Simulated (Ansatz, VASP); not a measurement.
## One calculation of HfO2, two programs

INCAR

```
  ALGO = Normal
  EDIFF = 1E-6
  ENCUT = 520
  GGA = PE
  ISIF = 2
  ISMEAR = -1
  LASPH = T
  LCHARG = T
  LELF = T
  LREAL = F
  LVHAR = T
  LWAVE = F
  NBANDS = 56
  NELM = 80
  PREC = Accurate
  SIGMA = 0.05
```

The input KPOINTS:

```
k-points
0
Gamma
  4 4 4
```

File POSCAR:

```
HfO2
1.0
    5.1180000000      0.0000000000      0.0000000000
    0.0000000000      5.1857000000      0.0000000000
   -0.8586630598      0.0000000000      5.2138671406
Hf O
4 8
Direct
    0.2755000000      0.4603000000      0.7080000000
    0.7245000000      0.9603000000      0.7920000000
    0.7245000000      0.5397000000      0.2920000000
    0.2755000000      0.0397000000      0.2080000000
    0.0742000000      0.1684000000      0.8467000000
    0.9258000000      0.6684000000      0.6533000000
    0.9258000000      0.8316000000      0.1533000000
    0.0742000000      0.3316000000      0.3467000000
    0.4487000000      0.7419000000      0.9801000000
    0.5513000000      0.2419000000      0.5199000000
    0.5513000000      0.2581000000      0.0199000000
    0.4487000000      0.7581000000      0.4801000000
```

The input input.yaml:

```yaml
crystal:
  lattice:
    - [5.118, 0.0, 0.0]
    - [0.0, 5.1857, 0.0]
    - [-0.8586630598, 0.0, 5.2138671406]
  atoms:
    - { symbol: Hf, position: [0.2755, 0.4603, 0.708] }
    - { symbol: Hf, position: [0.7245, 0.9603, 0.792] }
    - { symbol: Hf, position: [0.7245, 0.5397, 0.292] }
    - { symbol: Hf, position: [0.2755, 0.0397, 0.208] }
    - { symbol: O, position: [0.0742, 0.1684, 0.8467] }
    - { symbol: O, position: [0.9258, 0.6684, 0.6533] }
    - { symbol: O, position: [0.9258, 0.8316, 0.1533] }
    - { symbol: O, position: [0.0742, 0.3316, 0.3467] }
    - { symbol: O, position: [0.4487, 0.7419, 0.9801] }
    - { symbol: O, position: [0.5513, 0.2419, 0.5199] }
    - { symbol: O, position: [0.5513, 0.2581, 0.0199] }
    - { symbol: O, position: [0.4487, 0.7581, 0.4801] }
hamiltonian:
  xc: pbe
  pseudopotentials: { kind: paw }
kpoints:
  mp_grid: { grid: [4, 4, 4] }
scf:
  occupations: { method: fermi_dirac, width: 0.05 }
output:
  forces: true
  stress: true
  eigenvalues: true
```

Alike in both runs: task single point; functional PBE; k mesh 4 × 4 × 4; occupations fermi-dirac, width 0.05 eV; no spin polarisation.

|  | VASP | Ansatz |
| --- | --- | --- |
| version | VASP 6.6.1 | Ansatz 0.2.0 |
| potentials or method | VASP PAW PBE potentials, release 64 (Hf_pv, O) | Ansatz PAW |
| plane-wave cutoff (eV) | 520 | 420 |
| valence electrons in the cell | 88 | 152 |

```tsv
	VASP	Ansatz	Ansatz less VASP
gap on the k mesh at the Fermi level (eV)	4.11	4.15	+0.040
least direct gap on the mesh (eV)	4.20	4.25	+0.044
pressure (GPa)	2.7	5.9	+3.21
traceless stress, the component that is largest in VASP (GPa)	-0.68	-0.64	+0.040
rms of the force components (eV/Å)	0.169	0.186	+0.0176
```

Atom by atom the forces differ by 0.034 eV/Å (rms over components). With one functional, cell and mesh, what is left measures potentials, basis and numerics. VASP's potentials hold 88 valence electrons a cell and Ansatz's 152, so a difference there can come from the potentials and not from the codes.

Neither program's run includes spin-orbit coupling.
